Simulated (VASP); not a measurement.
# Sb in VASP: a series of runs

Sb is run at these levels: PBE+D3(BJ); tasks: relaxation of the atoms.

All numbers are computed with VASP 6.6.1; they aren't measurements. Logs are shortened: lines on timing, memory, paths and dates and some standing lists are left out, and cuts for length are marked.

## Step 1: The cell of the first run

The cell holds a slab with vacuum, 2 atoms: a = 3.906 Å, b = 3.906 Å, c = 28.000 Å, α = 90.00°, β = 90.00°, γ = 120.00°.

## Step 2: Relaxation of the atoms, PBE+D3(BJ) (biaxial strain -0.040)

The input, INCAR:

```
  ALGO = Normal
  DIPOL = 0.5 0.5 0.500
  EDIFF = 1E-7
  EDIFFG = -0.01
  ENCUT = 520
  GGA = PE
  IBRION = 2
  IDIPOL = 3
  ISIF = 2
  ISMEAR = 0
  IVDW = 12
  LASPH = T
  LCHARG = F
  LDIPOL = T
  LREAL = F
  LWAVE = F
  NELM = 100
  NSW = 60
  PREC = Accurate
  SIGMA = 0.02
```

The input, KPOINTS:

```
k-points
0
Gamma
  9 9 1
```

The input, POSCAR:

```
Sb
1.0
    3.9059377730      0.0000000000      0.0000000000
   -1.9529688865      3.3826413370      0.0000000000
    0.0000000000      0.0000000000     28.0000000000
Sb
2
Direct
    0.3333333333      0.6666666667      0.5294645393
    0.6666666667      0.3333333333      0.4705354607
```

Potentials or basis: VASP PAW PBE potentials, release 64 (Sb).

On the command line:

```sh
cat potpaw_PBE.64/Sb/POTCAR > POTCAR
mpirun -np 1 vasp_std > vasp.out
```

OUTCAR:

```text
EDIFF = 1E-7
   EDIFFG = -0.01
   ENCUT = 520
   GGA = PE
   IBRION = 2
   ISIF = 2
   ISMEAR = 0
   IVDW = 12
   LASPH = T
   LREAL = F
   NELM = 100
   NSW = 60
   PREC = Accurate
 IVDW          = 12

 ion  position               nearest neighbor table
   1  0.333  0.667  0.529-   2 2.79   2 2.79   2 2.79
   2  0.667  0.333  0.471-   1 2.79   1 2.79   1 2.79

  LATTYP: Found a hexagonal cell.
 ALAT       =     3.9059377730
 C/A-ratio  =     7.1685729848

  Lattice vectors:

 A1 = (   3.9059377730,   0.0000000000,   0.0000000000)
 A2 = (  -1.9529688865,   3.3826413370,   0.0000000000)
 A3 = (   0.0000000000,   0.0000000000,  28.0000000000)

Analysis of symmetry for initial positions (statically):
=====================================================================
 Subroutine PRICEL returns:
 Original cell was already a primitive cell.

 Routine SETGRP: Setting up the symmetry group for a
 hexagonal supercell.

 Subroutine GETGRP returns: Found 12 space group operations
 (whereof 12 operations were pure point group operations)
 out of a pool of 24 trial point group operations.

The static configuration has the point symmetry D_3d.

Analysis of symmetry for dynamics (positions and initial velocities):
=====================================================================
 Subroutine PRICEL returns:
 Original cell was already a primitive cell.

 Routine SETGRP: Setting up the symmetry group for a
 hexagonal supercell.

 Subroutine GETGRP returns: Found 12 space group operations
 (whereof 12 operations were pure point group operations)
 out of a pool of 24 trial point group operations.

The dynamic configuration has the point symmetry D_3d.

 Subroutine INISYM returns: Found 12 space group operations
 (whereof 12 operations are pure point group operations),
 and found     1 'primitive' translations

----------------------------------------------------------------------------------------

                                     Primitive cell

  volume of cell :     369.9468

  direct lattice vectors                    reciprocal lattice vectors
     3.905937773  0.000000000  0.000000000     0.256020464  0.147813484  0.000000000
    -1.952968886  3.382641337  0.000000000     0.000000000  0.295626967  0.000000000
     0.000000000  0.000000000 28.000000000     0.000000000  0.000000000  0.035714286

  length of vectors
     3.905937773  3.905937773 28.000000000     0.295626967  0.295626967  0.035714286

  position of ions in fractional coordinates (direct lattice)
     0.333333333  0.666666667  0.529464539
     0.666666667  0.333333333  0.470535461

  ion indices of the primitive-cell ions
   primitive index   ion index
                 1           1
                 2           2

----------------------------------------------------------------------------------------

 KPOINTS: k-points

Automatic generation of k-mesh.
 Grid dimensions read from file:
 generate k-points for:    9    9    1

 Generating k-lattice:

  Cartesian coordinates                     Fractional coordinates (reciprocal lattice)
     0.028446718  0.016423720  0.000000000     0.111111111  0.000000000  0.000000000
     0.000000000  0.032847441  0.000000000     0.000000000  0.111111111  0.000000000
     0.000000000  0.000000000  0.035714286     0.000000000  0.000000000  1.000000000

  Length of vectors
     0.032847441  0.032847441  0.035714286

  Shift w.r.t. Gamma in fractional coordinates (k-lattice)
     0.000000000  0.000000000  0.000000000

 Subroutine IBZKPT returns following result:
 ===========================================

 Found     12 irreducible k-points:

 Following reciprocal coordinates:
            Coordinates               Weight
  0.000000  0.000000  0.000000      1.000000
  0.111111 -0.000000  0.000000      6.000000
  0.222222 -0.000000  0.000000      6.000000
  0.333333 -0.000000  0.000000      6.000000
  0.444444 -0.000000  0.000000      6.000000
  0.111111  0.111111  0.000000      6.000000
  0.222222  0.111111  0.000000     12.000000
  0.333333  0.111111  0.000000     12.000000
  0.444444  0.111111  0.000000      6.000000
  0.222222  0.222222  0.000000      6.000000
  0.333333  0.222222  0.000000     12.000000
  0.333333  0.333333  0.000000      2.000000
   k-points           NKPTS =     12   k-points in BZ     NKDIM =     12   number of bands    NBANDS=      9
   number of dos      NEDOS =    301   number of ions     NIONS =      2
   total plane-waves  NPLWV = 189000
   dimension x,y,z NGX =    30 NGY =   30 NGZ =  210
   dimension x,y,z NGXF=    60 NGYF=   60 NGZF=  420
   ions per type =               2
   NGX,Y,Z   is equivalent  to a cutoff of  12.77, 12.77, 12.47 a.u.
   NGXF,Y,Z  is equivalent  to a cutoff of  25.54, 25.54, 24.94 a.u.
 SYSTEM =  unknown system
   PREC   = accura    normal or accurate (medium, high low for compatibility)
   ISTART =      0    job   : 0-new  1-cont  2-samecut
   ICHARG =      2    charge: 1-file 2-atom 10-const
   ISPIN  =      1    spin polarized calculation?
   LNONCOLLINEAR =      F non collinear calculations
   LSORBIT =      F    spin-orbit coupling
   LASPH  =      T    aspherical Exc in radial PAW
   ENCUT  =  520.0 eV  38.22 Ry    6.18 a.u.   7.26  7.26 52.06*2*pi/ulx,y,z
   NELM   =    100;   NELMIN=  2; NELMDL= -5     # of ELM steps
   EDIFF  = 0.1E-06   stopping-criterion for ELM
   LREAL  =      F    real-space projection
   EDIFFG = -.1E-01   stopping-criterion for IOM
   NSW    =     60    number of steps for IOM
   IBRION =      2    ionic relax: 0-MD 1-quasi-New 2-CG
   NFREE  =      1    steps in history (QN), initial steepest desc. (CG)
   ISIF   =      2    stress and relaxation
   ISYM   =      2    0-nonsym 1-usesym 2-fastsym
   POTIM  = 0.5000    time-step for ionic-motion
   TEBEG  =    0.0;   TEEND  =   0.0 temperature during run
   PSTRESS=    0.0 pullay stress
   NELECT =      10.0000    total number of electrons
   NUPDOWN=      -1.0000    fix difference up-down
   EMIN   =  10.00;   EMAX   =-10.00  energy-range for DOS
   EFERMI =   0.00;   METHOD = LEGACY
   ISMEAR =     0;   SIGMA  =   0.02  broadening in eV -4-tet -1-fermi 0-gaus
   EFERMI_NEDOS =   21; number of points for ismear=-14 and -15
   IALGO  =     38    algorithm
   IMIX   =      4    mixing-type and parameters
     AMIX     =   0.40;   BMIX     =  1.00
     AMIX_MAG =   1.60;   BMIX_MAG =  1.00
  volume/ion in A,a.u.               =     184.97      1248.26
  Fermi-wavevector in a.u.,A,eV,Ry     =   0.491317  0.928454  3.284342  0.241392
  Thomas-Fermi vector in A             =   1.494634
   LORBIT       =      0    0 simple, 1 ext, 2 COOP (PROOUT), +10 PAW based schemes
   GGA     = PE    functional components
   LHFCALC =     F    Hartree Fock is set to
   AEXX    =    0.0000 exact exchange contribution
   IVDW    =    12    specifies the selected vdW correction
   LEPSILON=     F    determine dielectric tensor
   LRPA    =     F    only Hartree local field effects (RPA)
 conjugate gradient relaxation of ions
 non-spin polarized calculation
 Gauss-broadening in eV      SIGMA  =   0.02
  energy-cutoff  :      520.00
  volume of cell :      369.95
 maximum number of plane-waves:     10059
 NGX is ok and might be reduce to    30
   NGX = 15   NGY = 15   NGZ =105

--------------------------------------- Ionic step        1  -------------------------------------------

 number of electron      10.0000001 magnetization

 Free energy of the ion-electron system (eV)
  ---------------------------------------------------
  ext. energy  EPLUGINS =         0.00000000
  ---------------------------------------------------
  free energy    TOTEN  =        -7.96951081 eV

  energy without entropy =       -7.96951081  energy(sigma->0) =       -7.96951081

------------------------ aborting loop because EDIFF is reached ----------------------------------------

 Edisp (eV)   -0.51568

 E8    (eV) :    -0.2563

  FORCE on cell =-STRESS in cart. coord.  units (eV):
  Direction    XX          YY          ZZ          XY          YZ          ZX
  --------------------------------------------------------------------------------------
  -------------------------------------------------------------------------------------
  Total       2.16425     2.16425     1.25023     0.00000    -0.00000     0.00000
  in kB       9.37301     9.37301     5.41452     0.00000    -0.00000     0.00000
  external pressure =        8.05 kB  Pullay stress =        0.00 kB
[... 21 lines left out ...]
  energy  without entropy=       -8.4851922725  energy(sigma->0) =       -8.48519227

--------------------------------------- Ionic step        2  -------------------------------------------

 number of electron      10.0000001 magnetization

 dipolmoment           0.000000      0.000000     -0.000000 electrons x Angstroem

------------------------ aborting loop because EDIFF is reached ----------------------------------------

 Edisp (eV)   -0.51312

 E8    (eV) :    -0.2550

  FORCE on cell =-STRESS in cart. coord.  units (eV):
  Direction    XX          YY          ZZ          XY          YZ          ZX
  --------------------------------------------------------------------------------------
  -------------------------------------------------------------------------------------
  Total       1.54188     1.54188    -0.06712     0.00000     0.00000    -0.00000
  in kB       6.67763     6.67763    -0.29070     0.00000     0.00000    -0.00000
  external pressure =        4.35 kB  Pullay stress =        0.00 kB
[... 21 lines left out ...]
  energy  without entropy=       -8.5111119112  energy(sigma->0) =       -8.51111191

--------------------------------------- Ionic step        3  -------------------------------------------

 number of electron      10.0000001 magnetization

 dipolmoment           0.000000      0.000000      0.000000 electrons x Angstroem

 Free energy of the ion-electron system (eV)
  ---------------------------------------------------
  ext. energy  EPLUGINS =         0.00000000
  ---------------------------------------------------
  free energy    TOTEN  =        -7.99793078 eV

  energy without entropy =       -7.99793078  energy(sigma->0) =       -7.99793078

 E-fermi :  -2.1687     XC(G=0):  -2.0408

 val. band max:       -2.2791446625   @ k =   0.0000   0.0000   0.0000
 cond. band min:      -1.7669019987   @ k =   0.3333   0.3333   0.0000
 fundamental gap:      0.5122426638
 Fermi energy:        -2.1686867784

 k-point     1 :       0.0000    0.0000    0.0000
  band No.  band energies     occupation
      1     -14.6314      2.00000
      2      -9.5191      2.00000
      3      -3.9685      2.00000
      4      -2.2791      2.00000
      5      -2.2791      2.00000
      6      -0.4704      0.00000
      7       0.4328      0.00000
      8       0.4328      0.00000
      9       1.3254      0.00000
[... 121 lines left out ...]
 k-point    12 :       0.3333    0.3333    0.0000
  band No.  band energies     occupation
      1     -11.3427      2.00000
      2     -11.3427      2.00000
      3      -6.6440      2.00000
      4      -4.8596      2.00000
      5      -4.8596      2.00000
      6      -1.7669      0.00000
      7       0.6591      0.00000
      8       0.6591      0.00000
      9       3.6927      0.00000

------------------------ aborting loop because EDIFF is reached ----------------------------------------

 vacuum level on the upper side and lower side of the slab       (xc-potential included)        -0.006        -0.006

 Edisp (eV)   -0.51325

 E8    (eV) :    -0.2550

  FORCE on cell =-STRESS in cart. coord.  units (eV):
  Direction    XX          YY          ZZ          XY          YZ          ZX
  --------------------------------------------------------------------------------------
  -------------------------------------------------------------------------------------
  Total       1.56947     1.56947    -0.00343     0.00000     0.00000     0.00000
  in kB       6.79711     6.79711    -0.01485     0.00000     0.00000     0.00000
  external pressure =        4.53 kB  Pullay stress =        0.00 kB
[... 17 lines left out ...]
  FREE ENERGIE OF THE ION-ELECTRON SYSTEM (eV)
  ---------------------------------------------------
  free  energy   TOTEN  =        -8.5111827669 eV

  energy  without entropy=       -8.5111827669  energy(sigma->0) =       -8.51118277

 reached required accuracy - stopping structural energy minimisation

 vacuum level on the upper side and lower side of the slab         1.834         1.834
```

Wall time 2.2 min (1 thread of Intel Xeon 8259CL, shared host); peak memory 0.45 GiB.

What came out:

```yaml
Free_energy: -8.5112 eV
Energy_gained_by_relaxing: 13.0 meV/atom
Ionic_steps: 3
Dispersion_energy_per_atom: -0.257 eV
```

The path:
```
step  energy change (eV)  largest force (eV/Å)  pressure (GPa)
   1              0.0000                0.7592            0.81
   2             -0.0259                0.0374            0.44
   3             -0.0260                0.0002            0.45
```

Final structure:
```
Sb
1.0
     3.90594    0.00000    0.00000
    -1.95297    3.38264    0.00000
     0.00000    0.00000   28.00000
Sb
2
Direct
  0.33333 0.66667 0.53071
  0.66667 0.33333 0.46929
```

Caveat: the cell differs from its parent crystal (biaxial strain -0.040); spin-orbit coupling is left out, which moves the levels of the heavy elements.

## Step 3: Relaxation of the atoms, PBE+D3(BJ) (biaxial strain -0.020)

The input, INCAR:

```
PREC = Accurate ; ENCUT = 520
EDIFF = 1E-7 ; ISMEAR = 0
SIGMA = 0.02 ; LREAL = False
LASPH = True ; NELM = 100
ALGO = Normal ; ISIF = 2
LWAVE = False ; LCHARG = False
LDIPOL = True ; IDIPOL = 3
DIPOL = 0.5 0.5 0.500 ; GGA = PE
IVDW = 12 ; IBRION = 2
NSW = 60 ; EDIFFG = -0.01
```

The input, KPOINTS:

```
regular mesh
0
Gamma
  9 9 1
```

The input, POSCAR:

```
Sb
1.0
    3.9873114766      0.0000000000      0.0000000000
   -1.9936557383      3.4531130316      0.0000000000
    0.0000000000      0.0000000000     28.0000000000
Sb
2
Direct
    0.3333333333      0.6666666667      0.5294645393
    0.6666666667      0.3333333333      0.4705354607
```

Potentials or basis: VASP PAW PBE potentials, release 64 (Sb).

On the command line:

```sh
cat potpaw_PBE.64/Sb/POTCAR > POTCAR
mpirun -np 1 vasp_std > vasp.out
```

It took 1.8 min on 1 thread of Intel Xeon 8259CL, shared host; peak memory 0.44 GiB.

It converged, with:

* Free energy: -8.5584 eV
* Energy gained by relaxing: 3.8 meV/atom
* Ionic steps: 2
* Largest force after relaxing: 0.008 eV/Å
* Band gap on the k mesh: 0.91 eV (least direct gap 1.73 eV)
* Dispersion energy per atom: -0.246 eV

Forces on the atoms (eV/Å):
```
Sb   0.000  0.000  0.008
Sb   0.000  0.000 -0.008
```

Step by step:
| step | energy change (eV) | largest force (eV/Å) | pressure (GPa) |
| --- | --- | --- | --- |
| 1 | 0.0000 | 0.3968 | 0.38 |
| 2 | -0.0076 | 0.0085 | 0.21 |

Final structure:
```xyz
2
Lattice="3.9873 0.0000 0.0000 -1.9937 3.4531 0.0000 0.0000 0.0000 28.0000" Properties=species:S:1:pos:R:3 pbc="T T T"
Sb    0.0000    2.3021   14.8441
Sb    1.9937    1.1510   13.1559
```

Levels at points of the mesh, in eV from the valence-band top:
```tsv
k point	band 1	band 2	band 3	band 4	band 5	band 6	band 7	band 8	band 9
(0.00, 0.00, 0.00)	-11.90	-6.82	-1.22	0.00	0.00	1.73	2.75	2.75	3.88
```

Caveat: the cell differs from its parent crystal (biaxial strain -0.020); spin-orbit coupling is left out, which moves the levels of the heavy elements.
